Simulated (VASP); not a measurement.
Set up this calculation in VASP 6.6.1, as the native input.

```yaml
Task: single point
Functional: PBE
Potentials_or_basis: VASP PAW PBE potentials, release 64 (Rh_pv)
Cutoff: 520 eV
k_mesh: 22 × 22 × 22
Occupations: gaussian, width 0.15 eV
Spin: no spin polarisation
Dipole_correction: no
Further_INCAR_settings: ALGO = Fast; EDIFF = 1e-07; NBANDS = 14
```

The structure of Rh lies in POSCAR:

```
Rh
1.0
    0.0000000000      1.8920422500      1.8920422500
    1.9015500000     -0.0095077500      1.9015500000
    1.9015500000      1.9015500000     -0.0095077500
Rh
1
Direct
    0.0000000000      0.0000000000      0.0000000000
```

This cell differs from its parent crystal: strain -0.0100 x Voigt [0, 0, 0, 1, 0, 0].

One way to write it, as run:

INCAR

```
SYSTEM = Rh
PREC = Accurate ; ENCUT = 520
EDIFF = 1E-7 ; ISMEAR = 0
SIGMA = 0.15 ; LREAL = .FALSE.
LASPH = .TRUE. ; NELM = 100
ALGO = Fast ; ISIF = 2
LWAVE = .FALSE. ; LCHARG = .FALSE.
GGA = PE ; NBANDS = 14
```

KPOINTS

```
Automatic mesh
0
G
  22 22 22
  0 0 0
```

Potentials or basis: VASP PAW PBE potentials, release 64 (Rh_pv).

The run is started by

```sh
$ cat potpaw_PBE.64/Rh_pv/POTCAR > POTCAR
$ mpirun -np 1 vasp_std > vasp.out
```

Results of the run:

The pressure is 5.9 GPa and the band gap on the k mesh is zero (an odd number of electrons rules out a gap without spin polarisation).

Caveat: the cell differs from its parent crystal (strain -0.0100 x Voigt [0, 0, 0, 1, 0, 0]); the cell stands under pressure.

It took 97 s on 1 thread of Intel(R) Xeon(R) 6975P-C (Granite Rapids), on a shared host, peak memory 0.36 GiB.
